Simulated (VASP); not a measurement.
Here is a VASP 6.6.1 calculation.

File POSCAR:

```
Ag
1.0
    0.0000000000      3.0459959173      3.0459959173
    3.0459959173      0.0000000000      3.0459959173
    3.0459959173      3.0459959173      0.0000000000
Ag
2
Direct
    1.0000000000      1.0000000000      1.0000000000
    0.2500000000      0.2500000000      0.2500000000
```

INCAR.step1

```
PREC = Accurate
ENCUT = 550
ISMEAR = -1
SIGMA = 0.05
LREAL = F
LASPH = T
NELM = 120
NBANDS = 18
GGA = PE
ALGO = Normal
EDIFF = 1E-5
LWAVE = T
LCHARG = F
GGA_COMPAT = F
```

INCAR.step2

```
PREC = Accurate
ENCUT = 550
EDIFF = 1E-6
ISMEAR = -1
SIGMA = 0.05
LREAL = F
LASPH = T
NELM = 120
ALGO = Normal
ISIF = 2
LWAVE = F
LCHARG = T
METAGGA = R2SCAN
LMIXTAU = T
LELF = T
LVHAR = T
NBANDS = 18
ISTART = 1
GGA_COMPAT = F
```

Contents of KPOINTS:

```
regular mesh
0
Gamma
  8 8 8
```

Potentials or basis: VASP PAW PBE potentials, release 64 (Ag).

Launch:

```bash
$ cat potpaw_PBE.64/Ag/POTCAR > POTCAR
$ cp INCAR.step1 INCAR
$ mpirun -np 1 vasp_std > vasp.out
$ cp INCAR.step2 INCAR
$ mpirun -np 1 vasp_std > vasp.out
```

Problem. Estimate the pressure.

Solution. 0.0 GPa.

Problem. Estimate the band gap on the k mesh.

Solution. Zero (bands 11 and 12 overlap by 1.22 eV).

Caveat: the PAW data sets were made with another functional, which shifts forces and pressure a little.
